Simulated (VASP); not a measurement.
**BiP2: single point with PBE**

Crystal: BiP2.

```
Bi P
1.0
     1.93061    1.11464    4.95118
    -1.93061    1.11464    4.95118
     0.00000   -2.22928    4.95118
Bi P
1 2
Cartesian
  0.0000 0.0000 0.0000
  0.0000 0.0000 6.1800
  0.0000 0.0000 8.6735
```

The cell was generated, and may not be a known phase.

```
Program             : VASP 6.6.1
Task                : single point
Functional          : PBE
Potentials or basis : VASP PAW PBE potentials, release 64 (Bi_d, P)
Cutoff              : 520 eV
k mesh              : 6 × 6 × 6
Occupations         : gaussian, width 0.1 eV
Spin                : no spin polarisation
```

```yaml
Pressure: 26.5 GPa
Largest_force: 4.608 eV/Å
Band_gap_on_the_k_mesh: zero (an odd number of electrons rules out a gap without spin polarisation)
```

Forces on the atoms (eV/Å):
```
Bi   0.000  0.000  0.000
P    0.000  0.000  4.608
P    0.000  0.000 -4.608
```

Stress tensor (GPa, compression positive):
```
33.52  0.00  0.00
 0.00 33.52  0.00
 0.00  0.00 12.41
```

Levels at points of the mesh, in eV from the Fermi level:
```csv
k point,band 9,band 10,band 11,band 12,band 13,band 14,band 15,band 16,band 17,band 18
"(0.00, 0.00, 0.00)",-2.87,-2.87,-1.08,-0.79,-0.79,0.53,2.18,2.18,4.04,5.68
"(0.50, 0.00, 0.00)",-6.46,-4.71,-3.80,-1.66,-1.44,1.08,2.29,6.52,6.96,8.05
"(0.50, 0.50, 0.00)",-6.03,-5.11,-2.78,-0.24,0.15,0.26,3.34,3.82,5.65,5.86
"(0.50, 0.50, 0.50)",-2.85,-2.41,-2.41,-1.71,-1.71,0.23,1.00,3.11,3.11,6.40
```

Run time: 63 s on 1 thread of Oxide Virtual Turin-like Processor, with other jobs on the host, peak memory 0.21 GiB.

Caveat: the stress differs along the axes, from 12 to 34 GPa; spin-orbit coupling is left out, which moves the levels of the heavy elements; an odd number of electrons without spin polarisation forces a metal; a magnetic or distorted state may lie lower.
